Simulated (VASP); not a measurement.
# KCl (Pm-3m) in VASP: a series of runs, part 2 of 2

VASP 6.6.1. Earlier steps stand in the parts before.

## (3) Single point, PBEsol (strain -0.025 along x and y, -0.025 along z)

Input file INCAR:

```
PREC = Accurate ; ENCUT = 520
EDIFF = 1E-7 ; ISMEAR = 0
SIGMA = 0.05 ; LREAL = F
LASPH = T ; NELM = 80
ALGO = Normal ; ISIF = 2
LWAVE = F ; LCHARG = F
GGA = PS ; NBANDS = 15
```

Input file KPOINTS:

```
regular mesh
0
Gamma
  6 6 6
```

Input file POSCAR:

```
KCl
1.0
    3.7432161000      0.0000000000      0.0000000000
    0.0000000000      3.7432161000      0.0000000000
    0.0000000000      0.0000000000      3.7432161000
K Cl
1 1
Direct
    0.0000000000      0.0000000000      0.0000000000
    0.5000000000      0.5000000000      0.5000000000
```

Potentials or basis: VASP PAW PBE potentials, release 64 (K_sv, Cl).

Run with:

```
cat potpaw_PBE.64/K_sv/POTCAR potpaw_PBE.64/Cl/POTCAR > POTCAR
mpirun -np 1 vasp_std > vasp.out
```

OUTCAR:

```text
PREC = Accurate
   ENCUT = 520
   EDIFF = 1E-7
   ISMEAR = 0
   LREAL = F
   LASPH = T
   NELM = 80
   ISIF = 2
   GGA = PS

 ion  position               nearest neighbor table
   1  0.000  0.000  0.000-
   2  0.500  0.500  0.500-

  LATTYP: Found a simple cubic cell.
 ALAT       =     3.7432161000

  Lattice vectors:

 A1 = (   3.7432161000,   0.0000000000,   0.0000000000)
 A2 = (   0.0000000000,   3.7432161000,   0.0000000000)
 A3 = (   0.0000000000,   0.0000000000,   3.7432161000)

Analysis of symmetry for initial positions (statically):
=====================================================================
 Subroutine PRICEL returns:
 Original cell was already a primitive cell.

 Routine SETGRP: Setting up the symmetry group for a
 simple cubic supercell.

 Subroutine GETGRP returns: Found 48 space group operations
 (whereof 48 operations were pure point group operations)
 out of a pool of 48 trial point group operations.

The static configuration has the point symmetry O_h .

Analysis of symmetry for dynamics (positions and initial velocities):
=====================================================================
 Subroutine PRICEL returns:
 Original cell was already a primitive cell.

 Routine SETGRP: Setting up the symmetry group for a
 simple cubic supercell.

 Subroutine GETGRP returns: Found 48 space group operations
 (whereof 48 operations were pure point group operations)
 out of a pool of 48 trial point group operations.

The dynamic configuration has the point symmetry O_h .

 Subroutine INISYM returns: Found 48 space group operations
 (whereof 48 operations are pure point group operations),
 and found     1 'primitive' translations

----------------------------------------------------------------------------------------

                                     Primitive cell

  volume of cell :      52.4487

  direct lattice vectors                    reciprocal lattice vectors
     3.743216100  0.000000000  0.000000000     0.267149952  0.000000000  0.000000000
     0.000000000  3.743216100  0.000000000     0.000000000  0.267149952  0.000000000
     0.000000000  0.000000000  3.743216100     0.000000000  0.000000000  0.267149952

  length of vectors
     3.743216100  3.743216100  3.743216100     0.267149952  0.267149952  0.267149952

  position of ions in fractional coordinates (direct lattice)
     0.000000000  0.000000000  0.000000000
     0.500000000  0.500000000  0.500000000

  ion indices of the primitive-cell ions
   primitive index   ion index
                 1           1
                 2           2

----------------------------------------------------------------------------------------

 KPOINTS: regular mesh

Automatic generation of k-mesh.
 Grid dimensions read from file:
 generate k-points for:    6    6    6

 Generating k-lattice:

  Cartesian coordinates                     Fractional coordinates (reciprocal lattice)
     0.044524992  0.000000000  0.000000000     0.166666667  0.000000000  0.000000000
     0.000000000  0.044524992  0.000000000     0.000000000  0.166666667  0.000000000
     0.000000000  0.000000000  0.044524992     0.000000000  0.000000000  0.166666667

  Length of vectors
     0.044524992  0.044524992  0.044524992

  Shift w.r.t. Gamma in fractional coordinates (k-lattice)
     0.000000000  0.000000000  0.000000000

 Subroutine IBZKPT returns following result:
 ===========================================

 Found     20 irreducible k-points:

 Following reciprocal coordinates:
            Coordinates               Weight
  0.000000  0.000000  0.000000      1.000000
  0.166667  0.000000  0.000000      6.000000
  0.333333  0.000000  0.000000      6.000000
  0.500000  0.000000  0.000000      3.000000
  0.166667  0.166667  0.000000     12.000000
  0.333333  0.166667  0.000000     24.000000
[... 12 lines left out ...]
  0.500000  0.500000  0.333333      6.000000
  0.500000  0.500000  0.500000      1.000000
   k-points           NKPTS =     20   k-points in BZ     NKDIM =     20   number of bands    NBANDS=     15
   number of dos      NEDOS =    301   number of ions     NIONS =      2
   total plane-waves  NPLWV =  21952
   dimension x,y,z NGX =    28 NGY =   28 NGZ =   28
   dimension x,y,z NGXF=    56 NGYF=   56 NGZF=   56
   ions per type =               1   1
   NGX,Y,Z   is equivalent  to a cutoff of  12.44, 12.44, 12.44 a.u.
   NGXF,Y,Z  is equivalent  to a cutoff of  24.87, 24.87, 24.87 a.u.
 SYSTEM =  unknown system
   PREC   = accura    normal or accurate (medium, high low for compatibility)
   ISTART =      0    job   : 0-new  1-cont  2-samecut
   ICHARG =      2    charge: 1-file 2-atom 10-const
   ISPIN  =      1    spin polarized calculation?
   LNONCOLLINEAR =      F non collinear calculations
   LSORBIT =      F    spin-orbit coupling
   LASPH  =      T    aspherical Exc in radial PAW
   ENCUT  =  520.0 eV  38.22 Ry    6.18 a.u.   6.96  6.96  6.96*2*pi/ulx,y,z
   NELM   =     80;   NELMIN=  2; NELMDL= -5     # of ELM steps
   EDIFF  = 0.1E-06   stopping-criterion for ELM
   LREAL  =      F    real-space projection
   EDIFFG = 0.1E-05   stopping-criterion for IOM
   NSW    =      0    number of steps for IOM
   IBRION =     -1    ionic relax: 0-MD 1-quasi-New 2-CG
   NFREE  =      0    steps in history (QN), initial steepest desc. (CG)
   ISIF   =      2    stress and relaxation
   ISYM   =      2    0-nonsym 1-usesym 2-fastsym
   POTIM  = 0.5000    time-step for ionic-motion
   TEBEG  =    0.0;   TEEND  =   0.0 temperature during run
   PSTRESS=    0.0 pullay stress
   NELECT =      16.0000    total number of electrons
   NUPDOWN=      -1.0000    fix difference up-down
   EMIN   =  10.00;   EMAX   =-10.00  energy-range for DOS
   EFERMI =   0.00;   METHOD = LEGACY
   ISMEAR =     0;   SIGMA  =   0.05  broadening in eV -4-tet -1-fermi 0-gaus
   EFERMI_NEDOS =   21; number of points for ismear=-14 and -15
   IALGO  =     38    algorithm
   IMIX   =      4    mixing-type and parameters
     AMIX     =   0.40;   BMIX     =  1.00
     AMIX_MAG =   1.60;   BMIX_MAG =  1.00
  volume/ion in A,a.u.               =      26.22       176.97
  Fermi-wavevector in a.u.,A,eV,Ry     =   1.102055  2.082582 16.524618  1.214525
  Thomas-Fermi vector in A             =   2.238492
   LORBIT       =      0    0 simple, 1 ext, 2 COOP (PROOUT), +10 PAW based schemes
   GGA     = PS    functional components
   LHFCALC =     F    Hartree Fock is set to
   AEXX    =    0.0000 exact exchange contribution
   IVDW    =     0    specifies the selected vdW correction
   LEPSILON=     F    determine dielectric tensor
   LRPA    =     F    only Hartree local field effects (RPA)
 non-spin polarized calculation
 Gauss-broadening in eV      SIGMA  =   0.05
  energy-cutoff  :      520.00
  volume of cell :       52.45
 maximum number of plane-waves:      1434
 NGX is ok and might be reduce to    28
   NGX = 13   NGY = 13   NGZ = 13

 number of electron      15.9999999 magnetization

 Free energy of the ion-electron system (eV)
  ---------------------------------------------------
  ext. energy  EPLUGINS =         0.00000000
  ---------------------------------------------------
  free energy    TOTEN  =        -6.91531455 eV

  energy without entropy =       -6.91531455  energy(sigma->0) =       -6.91531455

 E-fermi :  -0.2636     XC(G=0):  -8.6131

 val. band max:       -0.5160836537   @ k =   0.5000   0.5000   0.0000
 cond. band min:       4.4194070793   @ k =   0.0000   0.0000   0.0000
 fundamental gap:      4.9354907330
 Fermi energy:        -0.2636267024

 k-point     1 :       0.0000    0.0000    0.0000
  band No.  band energies     occupation
      1     -28.2830      2.00000
      2     -13.2171      2.00000
      3     -11.7175      2.00000
      4     -11.7175      2.00000
      5     -11.7175      2.00000
      6      -0.7387      2.00000
      7      -0.7387      2.00000
      8      -0.7387      2.00000
      9       4.4194      0.00000
     10       5.8433      0.00000
     11       5.8433      0.00000
     12      10.3072      0.00000
     13      10.3072      0.00000
     14      10.3072      0.00000
[... 329 lines left out ...]
      2     -12.7190      2.00000
      3     -11.9334      2.00000
      4     -11.9334      2.00000
      5     -11.9334      2.00000
      6      -2.0480      2.00000
      7      -2.0480      2.00000
      8      -2.0480      2.00000
      9       8.3715      0.00000
     10       8.3715      0.00000
     11       8.3715      0.00000
     12       9.6465      0.00000
     13       9.6465      0.00000
     14       9.6465      0.00000
     15      12.1288      0.00000

------------------------ aborting loop because EDIFF is reached ----------------------------------------

  FORCE on cell =-STRESS in cart. coord.  units (eV):
  Direction    XX          YY          ZZ          XY          YZ          ZX
  --------------------------------------------------------------------------------------
  -------------------------------------------------------------------------------------
  Total       -0.0143452     -0.0143452     -0.0143452     -0.0000000     -0.0000000     -0.0000000
  in kB       -0.4382097     -0.4382097     -0.4382097     -0.0000000     -0.0000000     -0.0000000
  external PRESSURE =      -0.4382097 kB  Pullay stress =       0.0000000 kB

 VOLUME and BASIS-vectors are now :
 -----------------------------------------------------------------------------
  energy-cutoff  :      520.00
  volume of cell :       52.45
      direct lattice vectors                 reciprocal lattice vectors
     3.743216100  0.000000000  0.000000000     0.267149952  0.000000000  0.000000000
     0.000000000  3.743216100  0.000000000     0.000000000  0.267149952  0.000000000
     0.000000000  0.000000000  3.743216100     0.000000000  0.000000000  0.267149952

 POSITION                                       TOTAL-FORCE (eV/Angst)
 -----------------------------------------------------------------------------------
      0.00000      0.00000      0.00000         0.000000      0.000000      0.000000
      1.87161      1.87161      1.87161         0.000000      0.000000      0.000000
 -----------------------------------------------------------------------------------
    total drift:                               -0.000000      0.000000      0.000000

  FREE ENERGIE OF THE ION-ELECTRON SYSTEM (eV)
  ---------------------------------------------------
  free  energy   TOTEN  =        -6.9153145508 eV

  energy  without entropy=       -6.9153145508  energy(sigma->0) =       -6.91531455
```

OSZICAR:

```text
N       E                     dE             d eps       ncg     rms          rms(c)
DAV:   1     0.106309101277E+03    0.10631E+03   -0.73329E+03   600   0.976E+02
DAV:   2    -0.125280128528E+01   -0.10756E+03   -0.98769E+02   792   0.247E+02
DAV:   3    -0.699092471004E+01   -0.57381E+01   -0.57014E+01   845   0.502E+01
DAV:   4    -0.717164140496E+01   -0.18072E+00   -0.18068E+00   838   0.843E+00
DAV:   5    -0.717290569892E+01   -0.12643E-02   -0.12643E-02   866   0.815E-01    0.309E+00
DAV:   6    -0.694446418184E+01    0.22844E+00   -0.22983E-01   726   0.317E+00    0.262E+00
DAV:   7    -0.691450808171E+01    0.29956E-01   -0.70231E-02   775   0.187E+00    0.154E+00
DAV:   8    -0.691515169248E+01   -0.64361E-03   -0.15473E-02   841   0.945E-01    0.214E-01
DAV:   9    -0.691513675486E+01    0.14938E-04   -0.66800E-04   789   0.175E-01    0.942E-02
DAV:  10    -0.691531678906E+01   -0.18003E-03   -0.23700E-04   677   0.125E-01    0.293E-02
DAV:  11    -0.691531311812E+01    0.36709E-05   -0.22486E-05   817   0.366E-02    0.137E-02
DAV:  12    -0.691531477514E+01   -0.16570E-05   -0.16706E-06   679   0.975E-03    0.233E-03
DAV:  13    -0.691531462288E+01    0.15226E-06   -0.10292E-07   705   0.247E-03    0.773E-04
DAV:  14    -0.691531455082E+01    0.72061E-07   -0.11927E-08   461   0.935E-04
   1 F= -.69153146E+01 E0= -.69153146E+01  d E =-.332081E-14
```

Run time: 24 s. Hardware: 1 thread of Intel Xeon 8259CL, shared host; peak memory 0.16 GiB.

What came out:

```
Free energy            : -6.9153 eV
Pressure               : 0.0 GPa
Band gap on the k mesh : 4.94 eV, indirect (least direct gap 5.16 eV)
```

Levels at points of the mesh, in eV from the valence-band top:
```tsv
k point	band 5	band 6	band 7	band 8	band 9	band 10	band 11	band 12
(0.00, 0.00, 0.00)	-11.20	-0.22	-0.22	-0.22	4.94	6.36	6.36	10.82
(0.50, 0.00, 0.00)	-11.05	-2.02	-0.25	-0.25	7.85	7.89	8.56	10.01
(0.50, 0.50, 0.00)	-11.13	-1.34	-1.34	0.00	6.08	7.24	8.93	8.93
(0.50, 0.50, 0.50)	-11.42	-1.53	-1.53	-1.53	8.89	8.89	8.89	10.16
```

Caveat: the cell differs from its parent crystal (strain -0.025 along x and y, -0.025 along z); the PAW data sets were made with another functional, which shifts forces and pressure a little. A k mesh can miss the band edges.
